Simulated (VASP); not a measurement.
# BaSr (Pm-3m) in VASP: further runs

BaSr is run at these levels: LDA; tasks: single point, relaxation of cell and atoms.

All numbers are computed with VASP 6.6.1; they aren't measurements. Logs are shortened: lines on timing, memory, paths and dates and some standing lists are left out, and cuts for length are marked.

## Step 1: The cell of the first run

The structure is cubic, space group Pm-3m (No. 221). The conventional cell has a = 4.700 Å, b = 4.700 Å, c = 4.700 Å, α = 90.00°, β = 90.00°, γ = 90.00°. Sr (site symmetry m-3m) has 8 Ba at 4.07 Å and 6 Sr at 4.70 Å within 5.3 Å. Within 5.3 Å of Ba (site symmetry m-3m) lie 8 Sr at 4.07 Å and 6 Ba at 4.70 Å.

## Step 2: Single point, LDA

The input, INCAR:

```
ALGO = Normal
EDIFF = 1E-6
ENCUT = 520
GGA = CA
ISIF = 2
ISMEAR = 1
LASPH = T
LCHARG = F
LREAL = F
LWAVE = F
NBANDS = 17
NELM = 60
PREC = Accurate
SIGMA = 0.05
```

The input, KPOINTS:

```
k-points
0
Gamma
  5 5 5
```

The input, POSCAR:

```
BaSr
1.0
    4.7001710450      0.0000000000      0.0000000000
    0.0000000000      4.7001710450      0.0000000000
    0.0000000000      0.0000000000      4.7001710450
Sr Ba
1 1
Direct
    0.0000000000      0.0000000000      0.0000000000
    0.5000000000      0.5000000000      0.5000000000
```

Potentials or basis: VASP PAW LDA potentials, release 64 (Sr_sv, Ba_sv).

Run with:

```
$ cat potpaw_LDA.64/Sr_sv/POTCAR potpaw_LDA.64/Ba_sv/POTCAR > POTCAR
$ mpirun -np 1 vasp_std > vasp.out
```

OUTCAR:

```text
EDIFF = 1E-6
   ENCUT = 520
   GGA = CA
   ISIF = 2
   ISMEAR = 1
   LASPH = T
   LREAL = F
   NELM = 60
   PREC = Accurate

 ion  position               nearest neighbor table
   1  0.000  0.000  0.000-   2 4.07   2 4.07   2 4.07   2 4.07   2 4.07   2 4.07   2 4.07   2 4.07

   2  0.500  0.500  0.500-   1 4.07   1 4.07   1 4.07   1 4.07   1 4.07   1 4.07   1 4.07   1 4.07

  LATTYP: Found a simple cubic cell.
 ALAT       =     4.7001710450

  Lattice vectors:

 A1 = (   4.7001710450,   0.0000000000,   0.0000000000)
 A2 = (   0.0000000000,   4.7001710450,   0.0000000000)
 A3 = (   0.0000000000,   0.0000000000,   4.7001710450)

Analysis of symmetry for initial positions (statically):
=====================================================================
 Subroutine PRICEL returns:
 Original cell was already a primitive cell.

 Routine SETGRP: Setting up the symmetry group for a
 simple cubic supercell.

 Subroutine GETGRP returns: Found 48 space group operations
 (whereof 48 operations were pure point group operations)
 out of a pool of 48 trial point group operations.

The static configuration has the point symmetry O_h .

Analysis of symmetry for dynamics (positions and initial velocities):
=====================================================================
 Subroutine PRICEL returns:
 Original cell was already a primitive cell.

 Routine SETGRP: Setting up the symmetry group for a
 simple cubic supercell.

 Subroutine GETGRP returns: Found 48 space group operations
 (whereof 48 operations were pure point group operations)
 out of a pool of 48 trial point group operations.

The dynamic configuration has the point symmetry O_h .

 Subroutine INISYM returns: Found 48 space group operations
 (whereof 48 operations are pure point group operations),
 and found     1 'primitive' translations

----------------------------------------------------------------------------------------

                                     Primitive cell

  volume of cell :     103.8343

  direct lattice vectors                    reciprocal lattice vectors
     4.700171045  0.000000000  0.000000000     0.212758215  0.000000000  0.000000000
     0.000000000  4.700171045  0.000000000     0.000000000  0.212758215  0.000000000
     0.000000000  0.000000000  4.700171045     0.000000000  0.000000000  0.212758215

  length of vectors
[... 65 lines left out ...]
   ENCUT  =  520.0 eV  38.22 Ry    6.18 a.u.   8.74  8.74  8.74*2*pi/ulx,y,z
   NELM   =     60;   NELMIN=  2; NELMDL= -5     # of ELM steps
   EDIFF  = 0.1E-05   stopping-criterion for ELM
   LREAL  =      F    real-space projection
   EDIFFG = 0.1E-04   stopping-criterion for IOM
   NSW    =      0    number of steps for IOM
   IBRION =     -1    ionic relax: 0-MD 1-quasi-New 2-CG
   NFREE  =      0    steps in history (QN), initial steepest desc. (CG)
   ISIF   =      2    stress and relaxation
   ISYM   =      2    0-nonsym 1-usesym 2-fastsym
   POTIM  = 0.5000    time-step for ionic-motion
   TEBEG  =    0.0;   TEEND  =   0.0 temperature during run
   PSTRESS=    0.0 pullay stress
   NELECT =      20.0000    total number of electrons
   NUPDOWN=      -1.0000    fix difference up-down
   EMIN   =  10.00;   EMAX   =-10.00  energy-range for DOS
   EFERMI =   0.00;   METHOD = LEGACY
   ISMEAR =     1;   SIGMA  =   0.05  broadening in eV -4-tet -1-fermi 0-gaus
   EFERMI_NEDOS =   21; number of points for ismear=-14 and -15
   IALGO  =     38    algorithm
   IMIX   =      4    mixing-type and parameters
     AMIX     =   0.40;   BMIX     =  1.00
     AMIX_MAG =   1.60;   BMIX_MAG =  1.00
  volume/ion in A,a.u.               =      51.92       350.35
  Fermi-wavevector in a.u.,A,eV,Ry     =   0.945448  1.786638 12.161876  0.893873
  Thomas-Fermi vector in A             =   2.073351
   LORBIT       =      0    0 simple, 1 ext, 2 COOP (PROOUT), +10 PAW based schemes
   GGA     = CA    functional components
   LHFCALC =     F    Hartree Fock is set to
   AEXX    =    0.0000 exact exchange contribution
   IVDW    =     0    specifies the selected vdW correction
   LEPSILON=     F    determine dielectric tensor
   LRPA    =     F    only Hartree local field effects (RPA)
 non-spin polarized calculation
 Methfessel and Paxton  Order N= 1 SIGMA  =   0.05
  energy-cutoff  :      520.00
  volume of cell :      103.83
 maximum number of plane-waves:      2813
 NGX is ok and might be reduce to    36
   NGX = 17   NGY = 17   NGZ = 17

 number of electron      20.0000002 magnetization

 Free energy of the ion-electron system (eV)
  ---------------------------------------------------
  ext. energy  EPLUGINS =         0.00000000
  ---------------------------------------------------
  free energy    TOTEN  =        -4.14860827 eV

  energy without entropy =       -4.14778313  energy(sigma->0) =       -4.14833323

 E-fermi :   1.8153     XC(G=0):  -8.0082

 val. band max:        1.7993322752   @ k =   0.2000   0.2000   0.0000
 cond. band min:       1.9233937562   @ k =   0.2000   0.2000   0.2000
 fundamental gap:      0.1240614810
 Fermi energy:         1.8153491522

 k-point     1 :       0.0000    0.0000    0.0000
  band No.  band energies     occupation
      1     -34.3450      2.00000
      2     -26.6666      2.00000
      3     -16.4353      2.00000
      4     -16.4353      2.00000
      5     -16.4353      2.00000
      6     -11.8277      2.00000
[... 177 lines left out ...]
      4     -16.4639      2.00000
      5     -16.4639      2.00000
      6     -11.9572      2.00000
[... 9 lines left out ...]
     16       6.1418      0.00000
     17       6.2219      0.00000

------------------------ aborting loop because EDIFF is reached ----------------------------------------

  FORCE on cell =-STRESS in cart. coord.  units (eV):
  Direction    XX          YY          ZZ          XY          YZ          ZX
  --------------------------------------------------------------------------------------
  -------------------------------------------------------------------------------------
  Total        0.0172227      0.0172227      0.0172227     -0.0000000     -0.0000000      0.0000000
  in kB        0.2657492      0.2657492      0.2657492     -0.0000000     -0.0000000      0.0000000
  external PRESSURE =       0.2657492 kB  Pullay stress =       0.0000000 kB

 VOLUME and BASIS-vectors are now :
 -----------------------------------------------------------------------------
  energy-cutoff  :      520.00
  volume of cell :      103.83
      direct lattice vectors                 reciprocal lattice vectors
     4.700171045  0.000000000  0.000000000     0.212758215  0.000000000  0.000000000
     0.000000000  4.700171045  0.000000000     0.000000000  0.212758215  0.000000000
     0.000000000  0.000000000  4.700171045     0.000000000  0.000000000  0.212758215

 POSITION                                       TOTAL-FORCE (eV/Angst)
 -----------------------------------------------------------------------------------
      0.00000      0.00000      0.00000         0.000000      0.000000      0.000000
      2.35009      2.35009      2.35009         0.000000      0.000000      0.000000
 -----------------------------------------------------------------------------------
    total drift:                                0.000000      0.000000      0.000000

  FREE ENERGIE OF THE ION-ELECTRON SYSTEM (eV)
  ---------------------------------------------------
  free  energy   TOTEN  =        -4.1486082732 eV

  energy  without entropy=       -4.1477831314  energy(sigma->0) =       -4.14833323
```

OSZICAR:

```text
N       E                     dE             d eps       ncg     rms          rms(c)
DAV:   1     0.120147752964E+03    0.12015E+03   -0.88030E+03   340   0.101E+03
DAV:   2     0.371867937878E+01   -0.11643E+03   -0.11373E+03   495   0.204E+02
DAV:   3    -0.381420743565E+01   -0.75329E+01   -0.74917E+01   473   0.479E+01
DAV:   4    -0.417878161694E+01   -0.36457E+00   -0.36448E+00   535   0.791E+00
DAV:   5    -0.418360451758E+01   -0.48229E-02   -0.48226E-02   479   0.896E-01    0.105E+01
DAV:   6    -0.415953380489E+01    0.24071E-01   -0.25900E-02   526   0.958E-01    0.623E+00
DAV:   7    -0.414845608610E+01    0.11078E-01   -0.49897E-02   534   0.130E+00    0.217E-01
DAV:   8    -0.414859723139E+01   -0.14115E-03   -0.24148E-03   453   0.236E-01    0.662E-02
DAV:   9    -0.414860919458E+01   -0.11963E-04   -0.10750E-04   527   0.522E-02    0.211E-02
DAV:  10    -0.414860809749E+01    0.10971E-05   -0.92074E-06   478   0.175E-02    0.582E-03
DAV:  11    -0.414860827320E+01   -0.17571E-06   -0.57612E-07   334   0.325E-03
   1 F= -.41486083E+01 E0= -.41483332E+01  d E =-.825142E-03
```

stdout:

```text
POSCAR found type information on POSCAR SrBa
 POSCAR found :  2 types and       2 ions
 scaLAPACK will be used
 LDA part: xc-table for (Slater(with rela. corr.)+CA(PZ))
 , standard interpolation
 POSCAR, INCAR and KPOINTS ok, starting setup
 FFT: planning ... GRIDC
 FFT: planning ... GRID_SOFT
 FFT: planning ... GRID
 WAVECAR not read
 entering main loop
```

It took 7.9 s on 1 thread of Intel Xeon 6975P-C (Granite Rapids), shared host; peak memory 0.18 GiB.

Results:

```
Free energy            : -4.1486 eV
Pressure               : 0.0 GPa
Band gap on the k mesh : zero (band 10 reaches 1.96 eV, above the bottom of band 11 at 1.32 eV)
```

Levels at points of the mesh, in eV from the Fermi level:
| k point | band 8 | band 9 | band 10 | band 11 | band 12 | band 13 |
| --- | --- | --- | --- | --- | --- | --- |
| (0.00, 0.00, 0.00) | -13.64 | -3.27 | -0.50 | -0.50 | 2.21 | 2.21 |

Caveat: spin-orbit coupling is left out, which moves the levels of the heavy elements.

## Step 3: Single point, LDA

This run uses another cell than the first one, of 52.96 Å³/atom, 1.020 times its volume.

The input, INCAR:

```
PREC = Accurate ; ENCUT = 520
EDIFF = 1E-7 ; ISMEAR = 1
SIGMA = 0.05 ; LREAL = F
LASPH = T ; NELM = 80
ALGO = Normal ; ISIF = 2
LWAVE = F ; LCHARG = T
LELF = T ; LVHAR = T
NBANDS = 17
```

The input, KPOINTS:

```
Automatic mesh
0
Gamma
  5 5 5
```

The input, POSCAR:

```
BaSr
1.0
    4.7312989127      0.0000000000      0.0000000000
    0.0000000000      4.7312989127      0.0000000000
    0.0000000000      0.0000000000      4.7312989127
Sr Ba
1 1
Direct
    0.0000000000      0.0000000000      0.0000000000
    0.5000000000      0.5000000000      0.5000000000
```

Potentials or basis: VASP PAW LDA potentials, release 64 (Sr_sv, Ba_sv).

Run with:

```
$ cat potpaw_LDA.64/Sr_sv/POTCAR potpaw_LDA.64/Ba_sv/POTCAR > POTCAR
$ mpirun -np 1 vasp_std > vasp.out
```

Run time: 8.5 s. Hardware: 1 thread of Intel Xeon 6975P-C (Granite Rapids), shared host; peak memory 0.18 GiB.

The run converged. Its results:

```
Free energy            : -4.1474 eV
Pressure               : -0.2 GPa
Band gap on the k mesh : zero (band 10 reaches 1.89 eV, above the bottom of band 11 at 1.28 eV)
```

Levels at points of the mesh, in eV from the Fermi level:
| k point | band 6 | band 7 | band 8 | band 9 | band 10 | band 11 | band 12 | band 13 | band 14 | band 15 |
| --- | --- | --- | --- | --- | --- | --- | --- | --- | --- | --- |
| (0.00, 0.00, 0.00) | -13.69 | -13.69 | -13.69 | -3.26 | -0.47 | -0.47 | 2.18 | 2.18 | 2.18 | 3.74 |

Caveat: spin-orbit coupling is left out, which moves the levels of the heavy elements.

## Step 4: Relaxation of cell and atoms, LDA

This run uses another cell than the first one, of 66.72 Å³/atom, 1.285 times its volume.

The input, INCAR:

```
PREC = Accurate ; ENCUT = 600
EDIFF = 1E-6 ; ISMEAR = 1
SIGMA = 0.05 ; LREAL = F
LASPH = T ; NELM = 60
ALGO = Normal ; ISIF = 3
LWAVE = F ; LCHARG = F
IBRION = 2 ; NSW = 80
EDIFFG = -0.02
```

The input, KPOINTS:

```
regular mesh
0
Gamma
  5 5 5
```

The input, POSCAR:

```
BaSr
1.0
    5.1100000000      0.0000000000      0.0000000000
    0.0000000000      5.1100000000      0.0000000000
    0.0000000000      0.0000000000      5.1100000000
Sr Ba
1 1
Direct
    0.0000000000      0.0000000000      0.0000000000
    0.5000000000      0.5000000000      0.5000000000
```

Run with:

```
$ cat potpaw_LDA.64/Sr_sv/POTCAR potpaw_LDA.64/Ba_sv/POTCAR > POTCAR
$ mpirun -np 1 vasp_std > vasp.out
```

Run time: 50 s. Hardware: 1 thread of Intel Xeon 6975P-C (Granite Rapids), shared host; peak memory 0.23 GiB.

It converged, with:

- Free energy: -4.1491 eV
- Relaxed volume: 51.91 Å³/atom
- Relaxed cell: a = 4.700 Å, b = 4.700 Å, c = 4.700 Å, α = 90.00°, β = 90.00°, γ = 90.00°
- Space group after relaxing (to 0.05 Å): Pm-3m (No. 221)
- Energy gained by relaxing: 119.1 meV/atom
- Ionic steps: 4
- Pressure after relaxing: 0.0 GPa
- Band gap on the k mesh: zero (band 10 reaches 1.96 eV, above the bottom of band 11 at 1.32 eV)

Step by step:
```
step  energy change (eV)  largest force (eV/Å)  pressure (GPa)  volume (Å³)
   1              0.0000                0.0000           -2.17       133.43
   2             -0.1841                0.0000           -1.26       116.75
   3             -0.2361                0.0000           -0.28       106.39
   4             -0.2382                0.0000            0.03       103.83
```

Final structure:
```
Sr Ba
1.0
     4.70007    0.00000    0.00000
     0.00000    4.70007    0.00000
     0.00000    0.00000    4.70007
Sr Ba
1 1
Direct
  0.00000 0.00000 0.00000
  0.50000 0.50000 0.50000
```

Levels at points of the mesh, in eV from the Fermi level:
| k point | band 6 | band 7 | band 8 | band 9 | band 10 | band 11 | band 12 | band 13 | band 14 |
| --- | --- | --- | --- | --- | --- | --- | --- | --- | --- |
| (0.00, 0.00, 0.00) | -13.64 | -13.64 | -13.64 | -3.27 | -0.50 | -0.50 | 2.21 | 2.21 | 2.21 |

Caveat: the volume moved by over 15 % at a fixed basis, so the end points are rough; spin-orbit coupling is left out, which moves the levels of the heavy elements.

## Step 5: The runs side by side

| task | cell | cutoff (eV) | gap on the mesh (eV) | pressure (GPa) |
| --- | --- | --- | --- | --- |
| single point | a = 4.700 Å, 2 atoms | 520 | none | 0.0 |
| single point | a = 4.731 Å, 2 atoms | 520 | none | -0.2 |
| relaxation of cell and atoms | relaxed from a = 5.110 Å, 2 atoms | 600 | none | 0.0 |

Alike in all rows: level LDA; potentials or basis VASP PAW LDA potentials, release 64 (Sr_sv, Ba_sv); no spin polarisation; k mesh 5 × 5 × 5; smearing methfessel-paxton 0.05 eV.

Caveats: spin-orbit coupling is left out, which moves the levels of the heavy elements; the volume moved by over 15 % at a fixed basis, so the end points are rough (some runs).

Total energies depend on the potentials used, so only differences within one code and one set of settings carry meaning.
